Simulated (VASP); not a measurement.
# CaF2 (Fluorite) (Fm-3m) in VASP: single point with LDA

Aim: the single point of CaF2 (Fluorite) with LDA.

Program: VASP 6.6.1. These are calculated values, not measurements. Logs are shortened: lines on timing, memory, paths and dates and some standing lists are left out, and cuts for length are marked.

## (1) The cell of the first run

It takes space group Fm-3m (No. 225, cubic). The conventional cell has a = 5.462 Å, b = 5.462 Å, c = 5.462 Å, α = 90.00°, β = 90.00°, γ = 90.00°. Within 3.1 Å of Ca (site symmetry m-3m) lie 8 F at 2.37 Å. Within 3.1 Å of F (site symmetry -43m) lie 4 Ca at 2.37 Å and 6 F at 2.73 Å.

## (2) Single point, LDA

INCAR

```
  PREC = Accurate
  ENCUT = 600
  EDIFF = 1E-6
  ISMEAR = 1
  SIGMA = 0.02
  LREAL = False
  LASPH = True
  NELM = 120
  ALGO = Normal
  ISIF = 2
  LWAVE = False
  LCHARG = True
  GGA = CA
  LELF = True
  LVHAR = True
  NBANDS = 19
  GGA_COMPAT = False
```

KPOINTS

```
Automatic mesh
0
Gamma
  5 5 5
```

POSCAR

```
CaF2
1.0
    0.0000000000      2.7310000000      2.7310000000
    2.7310000000      0.0000000000      2.7310000000
    2.7310000000      2.7310000000      0.0000000000
Ca F
1 2
Direct
    0.0000000000      0.0000000000      0.0000000000
    0.2500000000      0.2500000000      0.2500000000
    0.7500000000      0.7500000000      0.7500000000
```

Potentials or basis: VASP PAW LDA potentials, release 64 (Ca_sv, F).

Launch:

```console
$ cat potpaw_LDA.64/Ca_sv/POTCAR potpaw_LDA.64/F/POTCAR > POTCAR
$ mpirun -np 1 vasp_std > vasp.out
```

OUTCAR:

```text
PREC = Accurate
   ENCUT = 600
   EDIFF = 1E-6
   ISMEAR = 1
   LREAL = False
   LASPH = True
   NELM = 120
   ISIF = 2
   GGA = CA

 ion  position               nearest neighbor table
   1  0.000  0.000  0.000-   3 2.37   3 2.37   3 2.37   2 2.37   3 2.37   2 2.37   2 2.37   2 2.37

   2  0.250  0.250  0.250-   1 2.37   1 2.37   1 2.37   1 2.37
   3  0.750  0.750  0.750-   1 2.37   1 2.37   1 2.37   1 2.37

  LATTYP: Found a face centered cubic cell.
 ALAT       =     5.4620000000

  Lattice vectors:

 A1 = (   0.0000000000,   2.7310000000,   2.7310000000)
 A2 = (   2.7310000000,   0.0000000000,   2.7310000000)
 A3 = (   2.7310000000,   2.7310000000,   0.0000000000)

Analysis of symmetry for initial positions (statically):
=====================================================================
 Subroutine PRICEL returns:
 Original cell was already a primitive cell.

 Routine SETGRP: Setting up the symmetry group for a
 face centered cubic supercell.

 Subroutine GETGRP returns: Found 48 space group operations
 (whereof 48 operations were pure point group operations)
 out of a pool of 48 trial point group operations.

The static configuration has the point symmetry O_h .

Analysis of symmetry for dynamics (positions and initial velocities):
=====================================================================
 Subroutine PRICEL returns:
 Original cell was already a primitive cell.

 Routine SETGRP: Setting up the symmetry group for a
 face centered cubic supercell.

 Subroutine GETGRP returns: Found 48 space group operations
 (whereof 48 operations were pure point group operations)
 out of a pool of 48 trial point group operations.

The dynamic configuration has the point symmetry O_h .

 Subroutine INISYM returns: Found 48 space group operations
 (whereof 48 operations are pure point group operations),
 and found     1 'primitive' translations

----------------------------------------------------------------------------------------

                                     Primitive cell

  volume of cell :      40.7376

  direct lattice vectors                    reciprocal lattice vectors
     0.000000000  2.731000000  2.731000000    -0.183083120  0.183083120  0.183083120
     2.731000000  0.000000000  2.731000000     0.183083120 -0.183083120  0.183083120
     2.731000000  2.731000000  0.000000000     0.183083120  0.183083120 -0.183083120

  length of vectors
     3.862217239  3.862217239  3.862217239     0.317109265  0.317109265  0.317109265

  position of ions in fractional coordinates (direct lattice)
     0.000000000  0.000000000  0.000000000
     0.250000000  0.250000000  0.250000000
     0.750000000  0.750000000  0.750000000

  ion indices of the primitive-cell ions
   primitive index   ion index
                 1           1
                 2           2
                 3           3

----------------------------------------------------------------------------------------

 KPOINTS: Automatic mesh

Automatic generation of k-mesh.
 Grid dimensions read from file:
 generate k-points for:    5    5    5

 Generating k-lattice:

  Cartesian coordinates                     Fractional coordinates (reciprocal lattice)
    -0.036616624  0.036616624  0.036616624     0.200000000  0.000000000  0.000000000
     0.036616624 -0.036616624  0.036616624     0.000000000  0.200000000  0.000000000
     0.036616624  0.036616624 -0.036616624     0.000000000  0.000000000  0.200000000

  Length of vectors
     0.063421853  0.063421853  0.063421853

  Shift w.r.t. Gamma in fractional coordinates (k-lattice)
     0.000000000  0.000000000  0.000000000

 Subroutine IBZKPT returns following result:
 ===========================================

 Found     10 irreducible k-points:

 Following reciprocal coordinates:
            Coordinates               Weight
  0.000000  0.000000  0.000000      1.000000
  0.200000  0.000000  0.000000      8.000000
  0.400000  0.000000  0.000000      8.000000
  0.200000  0.200000  0.000000      6.000000
  0.400000  0.200000  0.000000     24.000000
 -0.400000  0.200000  0.000000     24.000000
 -0.200000  0.200000  0.000000     12.000000
  0.400000  0.400000  0.000000      6.000000
 -0.400000  0.400000  0.000000     12.000000
 -0.400000  0.400000  0.200000     24.000000
   k-points           NKPTS =     10   k-points in BZ     NKDIM =     10   number of bands    NBANDS=     19
   number of dos      NEDOS =    301   number of ions     NIONS =      3
   total plane-waves  NPLWV =  32768
   dimension x,y,z NGX =    32 NGY =   32 NGZ =   32
   dimension x,y,z NGXF=    64 NGYF=   64 NGZF=   64
   ions per type =               1   2
   NGX,Y,Z   is equivalent  to a cutoff of  13.77, 13.77, 13.77 a.u.
   NGXF,Y,Z  is equivalent  to a cutoff of  27.55, 27.55, 27.55 a.u.
 SYSTEM =  unknown system
   PREC   = accura    normal or accurate (medium, high low for compatibility)
   ISTART =      0    job   : 0-new  1-cont  2-samecut
   ICHARG =      2    charge: 1-file 2-atom 10-const
   ISPIN  =      1    spin polarized calculation?
   LNONCOLLINEAR =      F non collinear calculations
   LSORBIT =      F    spin-orbit coupling
   LASPH  =      T    aspherical Exc in radial PAW
   ENCUT  =  600.0 eV  44.10 Ry    6.64 a.u.   7.71  7.71  7.71*2*pi/ulx,y,z
   NELM   =    120;   NELMIN=  2; NELMDL= -5     # of ELM steps
   EDIFF  = 0.1E-05   stopping-criterion for ELM
   LREAL  =      F    real-space projection
   EDIFFG = 0.1E-04   stopping-criterion for IOM
   NSW    =      0    number of steps for IOM
   IBRION =     -1    ionic relax: 0-MD 1-quasi-New 2-CG
   NFREE  =      0    steps in history (QN), initial steepest desc. (CG)
   ISIF   =      2    stress and relaxation
   ISYM   =      2    0-nonsym 1-usesym 2-fastsym
   POTIM  = 0.5000    time-step for ionic-motion
   TEBEG  =    0.0;   TEEND  =   0.0 temperature during run
   PSTRESS=    0.0 pullay stress
   NELECT =      24.0000    total number of electrons
   NUPDOWN=      -1.0000    fix difference up-down
   EMIN   =  10.00;   EMAX   =-10.00  energy-range for DOS
   EFERMI =   0.00;   METHOD = LEGACY
   ISMEAR =     1;   SIGMA  =   0.02  broadening in eV -4-tet -1-fermi 0-gaus
   EFERMI_NEDOS =   21; number of points for ismear=-14 and -15
   IALGO  =     38    algorithm
   IMIX   =      4    mixing-type and parameters
     AMIX     =   0.40;   BMIX     =  1.00
     AMIX_MAG =   1.60;   BMIX_MAG =  1.00
  volume/ion in A,a.u.               =      13.58        91.64
  Fermi-wavevector in a.u.,A,eV,Ry     =   1.372398  2.593457 25.626266  1.883477
  Thomas-Fermi vector in A             =   2.498009
   LORBIT       =      0    0 simple, 1 ext, 2 COOP (PROOUT), +10 PAW based schemes
   GGA     = CA    functional components
   LHFCALC =     F    Hartree Fock is set to
   AEXX    =    0.0000 exact exchange contribution
   IVDW    =     0    specifies the selected vdW correction
   LEPSILON=     F    determine dielectric tensor
   LRPA    =     F    only Hartree local field effects (RPA)
 non-spin polarized calculation
 Methfessel and Paxton  Order N= 1 SIGMA  =   0.02
  energy-cutoff  :      600.00
  volume of cell :       40.74
 maximum number of plane-waves:      1369
   NGX = 15   NGY = 15   NGZ = 15

 number of electron      23.9999989 magnetization

 Free energy of the ion-electron system (eV)
  ---------------------------------------------------
  ext. energy  EPLUGINS =         0.00000000
  ---------------------------------------------------
  free energy    TOTEN  =       -18.96192804 eV

  energy without entropy =      -18.96192804  energy(sigma->0) =      -18.96192804

 E-fermi :  -1.2674     XC(G=0): -10.3717

 val. band max:       -1.4256420281   @ k =  -0.4000   0.4000   0.0000
 cond. band min:       5.5438946127   @ k =   0.0000   0.0000   0.0000
 fundamental gap:      6.9695366408
 Fermi energy:        -1.2674316571

 k-point     1 :       0.0000    0.0000    0.0000
  band No.  band energies     occupation
      1     -36.7927      2.00000
      2     -20.8918      2.00000
      3     -20.0726      2.00000
      4     -18.0344      2.00000
      5     -18.0344      2.00000
      6     -18.0344      2.00000
[... 11 lines left out ...]
     18       9.8335      0.00000
     19      15.1259      0.00000

 k-point     2 :       0.2000    0.0000    0.0000
  band No.  band energies     occupation
      1     -36.7799      2.00000
      2     -20.9882      2.00000
      3     -20.1872      2.00000
      4     -18.0503      2.00000
      5     -18.0503      2.00000
      6     -17.8496      2.00000
[... 11 lines left out ...]
     18       9.7367      0.00000
     19      13.6551      0.00000

 k-point     3 :       0.4000    0.0000    0.0000
  band No.  band energies     occupation
      1     -36.7591      2.00000
      2     -21.0536      2.00000
      3     -20.4645      2.00000
      4     -18.0757      2.00000
      5     -18.0757      2.00000
      6     -17.5372      2.00000
[... 11 lines left out ...]
     18       9.5803      0.00000
     19      12.1634      0.00000

 k-point     4 :       0.2000    0.2000    0.0000
  band No.  band energies     occupation
      1     -36.7757      2.00000
      2     -21.0390      2.00000
      3     -20.1876      2.00000
      4     -18.0741      2.00000
      5     -18.0741      2.00000
      6     -17.7689      2.00000
[... 11 lines left out ...]
     18       9.6843      0.00000
     19      14.6211      0.00000

 k-point     5 :       0.4000    0.2000    0.0000
  band No.  band energies     occupation
      1     -36.7575      2.00000
      2     -21.0958      2.00000
      3     -20.4358      2.00000
      4     -18.1019      2.00000
      5     -18.0022      2.00000
      6     -17.5766      2.00000
[... 11 lines left out ...]
     18       9.9240      0.00000
     19      13.2205      0.00000

 k-point     6 :      -0.4000    0.2000    0.0000
  band No.  band energies     occupation
      1     -36.7506      2.00000
      2     -20.9771      2.00000
      3     -20.7044      2.00000
      4     -18.0956      2.00000
      5     -17.8820      2.00000
      6     -17.5761      2.00000
[... 11 lines left out ...]
     18      10.6855      0.00000
     19      12.4855      0.00000

 k-point     7 :      -0.2000    0.2000    0.0000
  band No.  band energies     occupation
      1     -36.7644      2.00000
      2     -21.0365      2.00000
      3     -20.4080      2.00000
      4     -18.0637      2.00000
      5     -17.9537      2.00000
      6     -17.7254      2.00000
[... 11 lines left out ...]
     18       9.8622      0.00000
     19      13.3834      0.00000

 k-point     8 :       0.4000    0.4000    0.0000
  band No.  band energies     occupation
      1     -36.7480      2.00000
      2     -21.2379      2.00000
      3     -20.3658      2.00000
      4     -18.1377      2.00000
      5     -18.1377      2.00000
      6     -17.3651      2.00000
[... 11 lines left out ...]
     18      10.1562      0.00000
     19      14.7864      0.00000

 k-point     9 :      -0.4000    0.4000    0.0000
  band No.  band energies     occupation
      1     -36.7437      2.00000
      2     -21.1396      2.00000
      3     -20.5959      2.00000
      4     -18.1338      2.00000
      5     -17.9699      2.00000
      6     -17.4173      2.00000
[... 11 lines left out ...]
     18      12.5683      0.00000
     19      12.7739      0.00000

 k-point    10 :      -0.4000    0.4000    0.2000
  band No.  band energies     occupation
      1     -36.7463      2.00000
      2     -21.0230      2.00000
      3     -20.7121      2.00000
      4     -18.1339      2.00000
      5     -17.8104      2.00000
      6     -17.5691      2.00000
[... 11 lines left out ...]
     18      11.4640      0.00000
     19      13.5654      0.00000

------------------------ aborting loop because EDIFF is reached ----------------------------------------

  FORCE on cell =-STRESS in cart. coord.  units (eV):
  Direction    XX          YY          ZZ          XY          YZ          ZX
  --------------------------------------------------------------------------------------
  -------------------------------------------------------------------------------------
  Total       -1.5627700     -1.5627700     -1.5627700      0.0000000      0.0000000     -0.0000000
  in kB      -61.4625460    -61.4625460    -61.4625460      0.0000000      0.0000000     -0.0000000
  external PRESSURE =     -61.4625460 kB  Pullay stress =       0.0000000 kB

 VOLUME and BASIS-vectors are now :
 -----------------------------------------------------------------------------
  energy-cutoff  :      600.00
  volume of cell :       40.74
      direct lattice vectors                 reciprocal lattice vectors
     0.000000000  2.731000000  2.731000000    -0.183083120  0.183083120  0.183083120
     2.731000000  0.000000000  2.731000000     0.183083120 -0.183083120  0.183083120
     2.731000000  2.731000000  0.000000000     0.183083120  0.183083120 -0.183083120

 POSITION                                       TOTAL-FORCE (eV/Angst)
 -----------------------------------------------------------------------------------
      0.00000      0.00000      0.00000        -0.000000     -0.000000     -0.000000
      1.36550      1.36550      1.36550         0.000000      0.000000      0.000000
      4.09650      4.09650      4.09650         0.000000     -0.000000     -0.000000
 -----------------------------------------------------------------------------------
    total drift:                                0.000000     -0.000000      0.000000

  FREE ENERGIE OF THE ION-ELECTRON SYSTEM (eV)
  ---------------------------------------------------
  free  energy   TOTEN  =       -18.9619280431 eV

  energy  without entropy=      -18.9619280431  energy(sigma->0) =      -18.96192804
```

Run time: 15 s. Hardware: 1 thread of Intel Xeon 8259CL, shared host; peak memory 0.16 GiB.

What came out:

* Free energy: -18.9619 eV
* Pressure: -6.1 GPa
* Band gap on the k mesh: 6.97 eV, indirect (least direct gap 7.17 eV)

A k mesh can miss the band edges. Expect the measured gap to be larger: semilocal functionals such as LDA lack the derivative discontinuity.
